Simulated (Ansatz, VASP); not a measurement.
Two plane-wave programs on Ir

```
CELL_PARAMETERS angstrom
0.00000 1.93792 1.93792
1.93792 0.00000 1.93792
1.93792 1.93792 0.00000
ATOMIC_POSITIONS crystal
Ir 0.00000 0.00000 0.00000
```

Alike in both runs: task relaxation of cell and atoms; functional PBE; k mesh 18 × 18 × 18; occupations gaussian, width 0.1 eV; no spin polarisation.

```csv
,VASP,Ansatz
version,VASP 6.6.1,Ansatz 0.2.0
potentials or method,"VASP PAW PBE potentials, release 64 (Ir), cutoff 600 eV","scalar-relativistic, plane waves, PAW"
valence electrons in the cell,9,17
```

```tsv
	VASP	Ansatz	Ansatz less VASP
gap on the k mesh at the Fermi level, each at its own relaxed structure (eV)	none	none	-
relaxed volume (Å³/atom)	14.52	14.49	-0.027
relaxed cell length with the largest relative difference (Å)	2.739	2.737	-0.0017
```

A gap of «none» marks a metal or a gap that the smearing closes. VASP's potentials hold 9 valence electrons a cell and Ansatz's 17, so a difference there can come from the potentials and not from the codes.

Neither program's run includes spin-orbit coupling.
